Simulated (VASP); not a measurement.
Input of a VASP 6.6.1 run:

File INCAR:

```
SYSTEM = AlN
PREC = Accurate ; ENCUT = 600
EDIFF = 1E-6 ; ISMEAR = 0
SIGMA = 0.02 ; LREAL = .FALSE.
LASPH = .TRUE. ; NELM = 120
ALGO = Normal ; ISIF = 2
LWAVE = .FALSE. ; LCHARG = .TRUE.
GGA = PE ; LELF = .TRUE.
LVHAR = .TRUE. ; NBANDS = 11
GGA_COMPAT = .FALSE.
```

The input KPOINTS:

```
Automatic mesh
0
G
  10 10 10
  0 0 0
```

File POSCAR:

```
AlN
1.0
    0.0000000000      2.2015870948      2.2015870948
    2.2015870948      0.0000000000      2.2015870948
    2.2015870948      2.2015870948      0.0000000000
Al N
1 1
Direct
    0.0000000000      0.0000000000      0.0000000000
    0.7500000000      0.7500000000      0.7500000000
```

Potentials or basis: VASP PAW PBE potentials, release 64 (Al, N).

Command:

```console
$ cat potpaw_PBE.64/Al/POTCAR potpaw_PBE.64/N/POTCAR > POTCAR
$ mpirun -np 1 vasp_std > vasp.out
```

(1) Predict the pressure.

(2) Estimate the band gap on the k mesh.

Results:

(1) -0.4 GPa.

(2) 3.31 eV, indirect (least direct gap 3.98 eV).
